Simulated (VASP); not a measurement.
# SiNi (zincblende type) (F-43m) in VASP: further runs, part 2 of 2

VASP 6.6.1. Earlier steps stand in the parts before.

## (3) Relaxation of cell and atoms, PBE, target pressure 0.087 GPa, at which the enthalpy is minimised

This run uses another cell than the first one, of 15.98 Å³/atom, 0.937 times its volume.

File INCAR:

```
SYSTEM = SiNi
PREC = Accurate
ENCUT = 600
EDIFF = 1E-6
ISMEAR = -1
SIGMA = 0.1
LREAL = .FALSE.
LASPH = .TRUE.
NELM = 80
ALGO = Normal
ISIF = 3
LWAVE = .FALSE.
LCHARG = .FALSE.
GGA = PE
IBRION = 2
NSW = 60
EDIFFG = -0.005
PSTRESS = 0.8699999999999999
```

File KPOINTS:

```
regular mesh
0
G
  13 13 13
  0 0 0
```

File POSCAR:

```
SiNi
1.0
    0.0000000000      2.5188349465      2.5188349465
    2.5188349465      0.0000000000      2.5188349465
    2.5188349465      2.5188349465      0.0000000000
Ni Si
1 1
Direct
    0.0000000000      0.0000000000      0.0000000000
    0.2500000000      0.2500000000      0.2500000000
```

Potentials or basis: VASP PAW PBE potentials, release 64 (Ni, Si).

Launch:

```bash
cat potpaw_PBE.64/Ni/POTCAR potpaw_PBE.64/Si/POTCAR > POTCAR
mpirun -np 1 vasp_std > vasp.out
```

OUTCAR:

```text
SYSTEM = SiNi
   PREC = Accurate
   ENCUT = 600
   EDIFF = 1E-6
   ISMEAR = -1
   LREAL = .FALSE.
   LASPH = .TRUE.
   NELM = 80
   ISIF = 3
   GGA = PE
   IBRION = 2
   NSW = 60
   EDIFFG = -0.005
   PSTRESS = 0.8699999999999999

 ion  position               nearest neighbor table
   1  0.000  0.000  0.000-   2 2.18   2 2.18   2 2.18   2 2.18
   2  0.250  0.250  0.250-   1 2.18   1 2.18   1 2.18   1 2.18

  LATTYP: Found a face centered cubic cell.
 ALAT       =     5.0376698930

  Lattice vectors:

 A1 = (   0.0000000000,   2.5188349465,   2.5188349465)
 A2 = (   2.5188349465,   0.0000000000,   2.5188349465)
 A3 = (   2.5188349465,   2.5188349465,   0.0000000000)

Analysis of symmetry for initial positions (statically):
=====================================================================
 Subroutine PRICEL returns:
 Original cell was already a primitive cell.

 Routine SETGRP: Setting up the symmetry group for a
 face centered cubic supercell.

 Subroutine GETGRP returns: Found 24 space group operations
 (whereof 24 operations were pure point group operations)
 out of a pool of 48 trial point group operations.

The static configuration has the point symmetry T_d .

Analysis of symmetry for dynamics (positions and initial velocities):
=====================================================================
 Subroutine PRICEL returns:
 Original cell was already a primitive cell.

 Routine SETGRP: Setting up the symmetry group for a
 face centered cubic supercell.

 Subroutine GETGRP returns: Found 24 space group operations
 (whereof 24 operations were pure point group operations)
 out of a pool of 48 trial point group operations.

The dynamic configuration has the point symmetry T_d .

 Subroutine INISYM returns: Found 24 space group operations
 (whereof 24 operations are pure point group operations),
 and found     1 'primitive' translations

----------------------------------------------------------------------------------------

                                     Primitive cell

  volume of cell :      31.9616

  direct lattice vectors                    reciprocal lattice vectors
     0.000000000  2.518834947  2.518834947    -0.198504472  0.198504472  0.198504472
     2.518834947  0.000000000  2.518834947     0.198504472 -0.198504472  0.198504472
     2.518834947  2.518834947  0.000000000     0.198504472  0.198504472 -0.198504472

  length of vectors
     3.562170543  3.562170543  3.562170543     0.343819830  0.343819830  0.343819830

  position of ions in fractional coordinates (direct lattice)
     0.000000000  0.000000000  0.000000000
     0.250000000  0.250000000  0.250000000

  ion indices of the primitive-cell ions
   primitive index   ion index
                 1           1
                 2           2

----------------------------------------------------------------------------------------

 KPOINTS: regular mesh

Automatic generation of k-mesh.
 Grid dimensions read from file:
 generate k-points for:   13   13   13

 Generating k-lattice:

  Cartesian coordinates                     Fractional coordinates (reciprocal lattice)
    -0.015269575  0.015269575  0.015269575     0.076923077  0.000000000  0.000000000
     0.015269575 -0.015269575  0.015269575     0.000000000  0.076923077  0.000000000
[... 42 lines left out ...]
   total plane-waves  NPLWV =  21952
   dimension x,y,z NGX =    28 NGY =   28 NGZ =   28
   dimension x,y,z NGXF=    56 NGYF=   56 NGZF=   56
   ions per type =               1   1
   NGX,Y,Z   is equivalent  to a cutoff of  13.07, 13.07, 13.07 a.u.
   NGXF,Y,Z  is equivalent  to a cutoff of  26.14, 26.14, 26.14 a.u.
 SYSTEM =  SiNi
   PREC   = accura    normal or accurate (medium, high low for compatibility)
   ISTART =      0    job   : 0-new  1-cont  2-samecut
   ICHARG =      2    charge: 1-file 2-atom 10-const
   ISPIN  =      1    spin polarized calculation?
   LNONCOLLINEAR =      F non collinear calculations
   LSORBIT =      F    spin-orbit coupling
   LASPH  =      T    aspherical Exc in radial PAW
   ENCUT  =  600.0 eV  44.10 Ry    6.64 a.u.   7.11  7.11  7.11*2*pi/ulx,y,z
   NELM   =     80;   NELMIN=  2; NELMDL= -5     # of ELM steps
   EDIFF  = 0.1E-05   stopping-criterion for ELM
   LREAL  =      F    real-space projection
   EDIFFG = -.5E-02   stopping-criterion for IOM
   NSW    =     60    number of steps for IOM
   IBRION =      2    ionic relax: 0-MD 1-quasi-New 2-CG
   NFREE  =      1    steps in history (QN), initial steepest desc. (CG)
   ISIF   =      3    stress and relaxation
   ISYM   =      2    0-nonsym 1-usesym 2-fastsym
   POTIM  = 0.5000    time-step for ionic-motion
   TEBEG  =    0.0;   TEEND  =   0.0 temperature during run
   PSTRESS=    0.9 pullay stress
   NELECT =      14.0000    total number of electrons
   NUPDOWN=      -1.0000    fix difference up-down
   EMIN   =  10.00;   EMAX   =-10.00  energy-range for DOS
   EFERMI =   0.00;   METHOD = LEGACY
   ISMEAR =    -1;   SIGMA  =   0.10  broadening in eV -4-tet -1-fermi 0-gaus
   EFERMI_NEDOS =   21; number of points for ismear=-14 and -15
   IALGO  =     38    algorithm
   IMIX   =      4    mixing-type and parameters
     AMIX     =   0.40;   BMIX     =  1.00
     AMIX_MAG =   1.60;   BMIX_MAG =  1.00
  volume/ion in A,a.u.               =      15.98       107.84
  Fermi-wavevector in a.u.,A,eV,Ry     =   1.243296  2.349488 21.031674  1.545784
  Thomas-Fermi vector in A             =   2.377613
   LORBIT       =      0    0 simple, 1 ext, 2 COOP (PROOUT), +10 PAW based schemes
   GGA     = PE    functional components
   LHFCALC =     F    Hartree Fock is set to
   AEXX    =    0.0000 exact exchange contribution
   IVDW    =     0    specifies the selected vdW correction
   LEPSILON=     F    determine dielectric tensor
   LRPA    =     F    only Hartree local field effects (RPA)
 conjugate gradient relaxation of ions
 non-spin polarized calculation
  energy-cutoff  :      600.00
  volume of cell :       31.96
 maximum number of plane-waves:      1079
   NGX = 15   NGY = 15   NGZ = 15

--------------------------------------- Ionic step        1  -------------------------------------------

 number of electron      13.9999990 magnetization

 Free energy of the ion-electron system (eV)
  ---------------------------------------------------
  ext. energy  EPLUGINS =         0.00000000
  ---------------------------------------------------
  free energy    TOTEN  =       -10.39692763 eV

  energy without entropy =      -10.36575646  energy(sigma->0) =      -10.38134204

------------------------ aborting loop because EDIFF is reached ----------------------------------------

  FORCE on cell =-STRESS in cart. coord.  units (eV):
  Direction    XX          YY          ZZ          XY          YZ          ZX
  --------------------------------------------------------------------------------------
  -------------------------------------------------------------------------------------
  Total        1.4813870      1.4813870      1.4813870      0.0000000     -0.0000000      0.0000000
  in kB       74.2591499     74.2591499     74.2591499      0.0000000     -0.0000000      0.0000000
  external PRESSURE =      73.3891499 kB  Pullay stress =       0.8700000 kB
[... 63 lines left out ...]
--------------------------------------- Ionic step        3  -------------------------------------------

 number of electron      14.0000009 magnetization

 Free energy of the ion-electron system (eV)
  ---------------------------------------------------
  ext. energy  EPLUGINS =         0.00000000
  ---------------------------------------------------
  free energy    TOTEN  =       -10.44503411 eV

  energy without entropy =      -10.41176358  energy(sigma->0) =      -10.42839885

 E-fermi :   5.8457     XC(G=0): -10.3485

 val. band max:        5.8380511034   @ k =  -0.4615   0.3846   0.0769
 cond. band min:       5.8526092926   @ k =  -0.3846   0.3077   0.0769
 fundamental gap:      0.0145581892
 Fermi energy:         5.8457376913

 k-point     1 :       0.0000    0.0000    0.0000
  band No.  band energies     occupation
      1      -4.3599      2.00000
      2       2.7854      2.00000
      3       2.7854      2.00000
      4       2.7854      2.00000
      5       3.8079      2.00000
      6       3.8079      2.00000
      7      11.1473      0.00000
      8      11.1473      0.00000
      9      11.1473      0.00000
     10      12.8351      0.00000
     11      12.8351      0.00000
[... 309 lines left out ...]
 k-point    24 :       0.4615    0.1538    0.0000
  band No.  band energies     occupation
      1      -2.0307      2.00000
      2       1.7831      2.00000
      3       2.9017      2.00000
      4       3.0666      2.00000
      5       3.8329      2.00000
      6       3.9493      2.00000
      7       4.5062      2.00000
      8       7.8304      0.00000
      9       8.1566      0.00000
     10      12.2625      0.00000
     11      14.6538      0.00000

 [... further k-points ...]
[... 5 lines left out ...]
  --------------------------------------------------------------------------------------
  -------------------------------------------------------------------------------------
  Total        0.0193393      0.0193393      0.0193393      0.0000000      0.0000000     -0.0000000
  in kB        0.9078408      0.9078408      0.9078408      0.0000000      0.0000000     -0.0000000
  external PRESSURE =       0.0378408 kB  Pullay stress =       0.8700000 kB
[... 21 lines left out ...]
  energy  without entropy=      -10.4117635775  energy(sigma->0) =      -10.42839885

  enthalpy is  TOTEN    =       -10.4265009579 eV   P V=        0.0185331562

 reached required accuracy - stopping structural energy minimisation
```

CONTCAR:

```text
SiNi
   1.00000000000000
    -0.0000000000000000    2.5745632974851094    2.5745632974851094
     2.5745632974851094   -0.0000000000000000    2.5745632974851094
     2.5745632974851094    2.5745632974851094   -0.0000000000000000
  Ni              Si
     1     1
Direct
     0.0000000000000000    0.0000000000000000    0.0000000000000000
     0.2500000000000000    0.2500000000000000    0.2500000000000000

  0.00000000E+00  0.00000000E+00  0.00000000E+00
  0.00000000E+00  0.00000000E+00  0.00000000E+00
```

It took 41 s on 1 thread of AMD EPYC 9R45 (Zen 5), shared host; peak memory 0.16 GiB.

What came out:

* Free energy: -10.4450 eV
* Relaxed volume: 17.07 Å³/atom
* Relaxed cell: a = 3.641 Å, b = 3.641 Å, c = 3.641 Å, α = 60.00°, β = 60.00°, γ = 60.00°
* Space group after relaxing (to 0.05 Å): F-43m (No. 216)
* Energy change on relaxing (the enthalpy is what falls): -24.1 meV/atom
* Ionic steps: 3
* Pressure after relaxing: 0.1 GPa
* Band gap on the k mesh: zero (band 7 reaches 11.15 eV, above the bottom of band 8 at 4.94 eV)

Step by step:
| step | energy change (eV) | largest force (eV/Å) | pressure (GPa) | volume (Å³) |
| --- | --- | --- | --- | --- |
| 1 | 0.0000 | 0.0000 | 7.43 | 31.96 |
| 2 | -0.0339 | 0.0000 | -3.34 | 35.47 |
| 3 | -0.0481 | 0.0000 | 0.09 | 34.13 |

Final structure:
```cif
data_structure
_symmetry_space_group_name_H-M 'P 1'
_symmetry_Int_Tables_number 1
_cell_length_a 3.6410
_cell_length_b 3.6410
_cell_length_c 3.6410
_cell_angle_alpha 60.000
_cell_angle_beta 60.000
_cell_angle_gamma 60.000
_cell_volume 34.13
loop_
_atom_site_label
_atom_site_type_symbol
_atom_site_fract_x
_atom_site_fract_y
_atom_site_fract_z
_atom_site_occupancy
Ni1 Ni 0.00000 0.00000 0.00000 1
Si1 Si 0.25000 0.25000 0.25000 1
```

Caveat: the cell is relaxed towards a set pressure, so the enthalpy falls and the energy may rise. Spin polarisation is off, so any magnetic state and its effect on volume and gap are missing.

## (4) Relaxation of cell and atoms, PBE, target pressure 0.087 GPa, at which the enthalpy is minimised

File INCAR:

```
SYSTEM = SiNi
  PREC = Accurate
  ENCUT = 600
  EDIFF = 1E-7
  ISMEAR = -1
  SIGMA = 0.1
  LREAL = .FALSE.
  LASPH = .TRUE.
  NELM = 60
  ALGO = Normal
  ISIF = 3
  LWAVE = .FALSE.
  LCHARG = .FALSE.
  GGA = PE
  IBRION = 2
  NSW = 32
  EDIFFG = -0.005
  PSTRESS = 0.8699999999999999
```

File KPOINTS:

```
Automatic mesh
0
G
  13 13 13
  0 0 0
```

File POSCAR:

```
SiNi
1.0
    0.0000000000      2.5743032521      2.5743032521
    2.5743032521      0.0000000000      2.5743032521
    2.5743032521      2.5743032521      0.0000000000
Ni Si
1 1
Direct
    0.0000000000      0.0000000000      0.0000000000
    0.2500000000      0.2500000000      0.2500000000
```

Launch:

```bash
cat potpaw_PBE.64/Ni/POTCAR potpaw_PBE.64/Si/POTCAR > POTCAR
mpirun -np 1 vasp_std > vasp.out
```

It took 21 s on 1 thread of AMD EPYC 9R45 (Zen 5), shared host; peak memory 0.16 GiB.

Results (log left out):

```yaml
Free_energy: -10.4455 eV
Pressure_after_relaxing: 0.1 GPa
Band_gap_on_the_k_mesh: zero (band 7 reaches 11.15 eV, above the bottom of band 8 at 4.94 eV)
```

Final structure:
```cif
data_structure
_symmetry_space_group_name_H-M 'P 1'
_symmetry_Int_Tables_number 1
_cell_length_a 3.6406
_cell_length_b 3.6406
_cell_length_c 3.6406
_cell_angle_alpha 60.000
_cell_angle_beta 60.000
_cell_angle_gamma 60.000
_cell_volume 34.12
loop_
_atom_site_label
_atom_site_type_symbol
_atom_site_fract_x
_atom_site_fract_y
_atom_site_fract_z
_atom_site_occupancy
Ni1 Ni 0.00000 0.00000 0.00000 1
Si1 Si 0.25000 0.25000 0.25000 1
```

Levels at points of the mesh, in eV from the Fermi level:
```csv
k point,band 3,band 4,band 5,band 6,band 7,band 8,band 9,band 10,band 11
"(0.00, 0.00, 0.00)",-3.06,-3.06,-2.04,-2.04,5.30,5.30,5.30,6.99,6.99
```

Caveat: the relaxation stopped at its first step, so nothing moved; the cell is relaxed towards a set pressure, so the enthalpy falls and the energy may rise. Spin polarisation is off, so any magnetic state and its effect on volume and gap are missing.

## (5) Summary

| task | cell | cutoff (eV) | gap on the mesh (eV) | pressure (GPa) |
| --- | --- | --- | --- | --- |
| single point | a = 3.641 Å, angles 60.0°, 2 atoms | 520 | none | 0.1 |
| relaxation of cell and atoms | relaxed to 0.087 GPa from a = 3.562 Å, angles 60.0°, 2 atoms | 600 | none | 0.1 |
| relaxation of cell and atoms | relaxed to 0.087 GPa from a = 3.641 Å, angles 60.0°, 2 atoms | 600 | none | 0.1 |

Alike in all rows: level PBE; potentials or basis VASP PAW PBE potentials, release 64 (Ni, Si); no spin polarisation; k mesh 13 × 13 × 13; smearing fermi-dirac 0.1 eV.

Caveats: the cell is relaxed towards a set pressure, so the enthalpy falls and the energy may rise (some runs); the relaxation stopped at its first step, so nothing moved (some runs).

Absolute energies hang on the potentials; compare differences alone.
